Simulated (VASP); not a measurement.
A run of VASP 6.6.1 is set up as follows.

File INCAR:

```
PREC = Accurate
ENCUT = 600
EDIFF = 1E-6
ISMEAR = 0
SIGMA = 0.1
LREAL = F
LASPH = T
NELM = 60
ALGO = Normal
ISIF = 3
LWAVE = F
LCHARG = F
GGA = PE
IBRION = 2
NSW = 90
EDIFFG = -0.04
```

The input KPOINTS:

```
regular mesh
0
Gamma
  6 6 6
```

POSCAR

```
B5P3
1.0
   -2.4762886534      2.4762886534      2.9270205424
    2.4762886534     -2.4762886534      2.9270205424
    2.4762886534      2.4762886534     -2.9270205424
B P
5 3
Direct
    0.5000000000      0.5000000000      0.5000000000
    0.0000000000      0.0000000000      0.5000000000
    0.5000000000      0.0000000000      0.0000000000
    0.0000000000      0.5000000000      0.0000000000
    0.0000000000      0.0000000000      0.0000000000
    0.5000000000      0.0000000000      0.5000000000
    0.0000000000      0.5000000000      0.5000000000
    0.5000000000      0.5000000000      0.0000000000
```

Potentials or basis: VASP PAW PBE potentials, release 64 (B, P).

Command:

```console
$ cat potpaw_PBE.64/B/POTCAR potpaw_PBE.64/P/POTCAR > POTCAR
$ mpirun -np 1 vasp_std > vasp.out
```

(1) Estimate the space group after relaxing (to 0.1 Å).

(2) What does it give for the band gap on the k mesh?

(3) Predict the relaxed cell.

## Answers

(1) I4/mmm (No. 139).

(2) zero (bands 15 and 16 overlap by 2.99 eV).

(3) a = 4.552 Å, b = 4.552 Å, c = 4.552 Å, α = 112.78°, β = 112.78°, γ = 103.04°.
